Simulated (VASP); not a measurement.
Input of a VASP 6.6.1 run:

The input INCAR:

```
ALGO     = Normal         # electronic algorithm
EDIFF    = 1E-8           # SCF threshold, eV
ENCUT    = 520            # plane-wave cutoff, eV
GGA      = PS             # functional
ISIF     = 2              # what is computed and relaxed
ISMEAR   = -1             # smearing method
LASPH    = True           # aspherical terms in the spheres
LCHARG   = False          # write CHGCAR
LEFG     = True         
LREAL    = False          # projectors in reciprocal space
LWAVE    = False          # write WAVECAR
NBANDS   = 13             # bands
NELM     = 80             # most SCF steps
PREC     = Accurate       # precision mode
SIGMA    = 0.02           # smearing width, eV
```

KPOINTS

```
k-points
0
Gamma
  10 10 10
```

The input POSCAR:

```
O
1.0
    1.4420794467      0.8325849567      3.4531511960
   -1.4420794467      0.8325849567      3.4531511960
    0.0000000000     -1.6651699134      3.4531511960
O
2
Direct
    0.0577000000      0.0577000000      0.0577000000
    0.9423000000      0.9423000000      0.9423000000
```

Potentials or basis: VASP PAW PBE potentials, release 64 (O).

Launch:

```console
$ cat potpaw_PBE.64/O/POTCAR > POTCAR
$ mpirun -np 1 vasp_std > vasp.out
```

(1) What does it give for the band gap on the k mesh?

(2) What does it give for the pressure?

(3) Predict the largest force.

Results:

(1) zero (band 6 reaches 0.78 eV, above the bottom of band 7 at -0.44 eV).

(2) 1.6 GPa.

(3) 2.444 eV/Å.

Caveat: the standard files for N, O and F lose accuracy on very short bonds; spin is off for a triplet molecule; without QUAD_EFG the Cq values of the log hold for a quadrupole moment of 1 mb, not for the nuclei; the PAW data sets were made with another functional, which shifts forces and pressure a little.
